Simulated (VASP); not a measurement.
Zr3N4:

```
Zr N
1.0
    -3.43610    3.43610    3.43610
     3.43610   -3.43610    3.43610
     3.43610    3.43610   -3.43610
Zr N
6 8
Direct
  0.25000 0.62500 0.37500
  0.37500 0.25000 0.62500
  0.75000 0.87500 0.12500
  0.12500 0.75000 0.87500
  0.62500 0.37500 0.25000
  0.87500 0.12500 0.75000
  0.13742 0.13742 0.13742
  0.86258 0.50000 0.00000
  0.50000 0.00000 0.36258
  0.00000 0.86258 0.50000
  0.36258 0.50000 0.00000
  0.63742 0.63742 0.63742
  0.00000 0.36258 0.50000
  0.50000 0.00000 0.86258
```

```yaml
Program: VASP 6.6.1
Task: relaxation of the atoms
Functional: PBE
Potentials_or_basis: VASP PAW PBE potentials, release 64 (Zr_sv, N)
Cutoff: 520 eV
k_mesh: 6 × 6 × 6
Occupations: fermi-dirac, width 0.02 eV
Spin: no spin polarisation
```

At the start: pressure -10.0 GPa; volume 11.59 Å³/atom.

Q: How do energy, volume and symmetry change on relaxing?

A: Over 5 steps the energy falls by 6.6 meV/atom at a fixed cell; space group I-43d (No. 220, to 0.1 Å) before and after.

Step by step:
| step | energy change (eV) | largest force (eV/Å) | pressure (GPa) |
| --- | --- | --- | --- |
| 1 | 0.0000 | 0.2530 | -10.01 |
| 2 | -0.0231 | 0.2201 | -9.55 |
| 3 | -0.0731 | 0.1193 | -7.98 |
| 4 | -0.0738 | 0.1327 | -4.02 |
| 5 | -0.0917 | 0.0114 | -6.24 |

Final structure:
```
Zr N
1.0
    -3.43610    3.43610    3.43610
     3.43610   -3.43610    3.43610
     3.43610    3.43610   -3.43610
Zr N
6 8
Direct
  0.25000 0.62500 0.37500
  0.37500 0.25000 0.62500
  0.75000 0.87500 0.12500
  0.12500 0.75000 0.87500
  0.62500 0.37500 0.25000
  0.87500 0.12500 0.75000
  0.12339 0.12339 0.12339
  0.87661 0.50000 0.00000
  0.50000 0.00000 0.37661
  0.00000 0.87661 0.50000
  0.37661 0.50000 0.00000
  0.62339 0.62339 0.62339
  0.00000 0.37661 0.50000
  0.50000 0.00000 0.87661
```
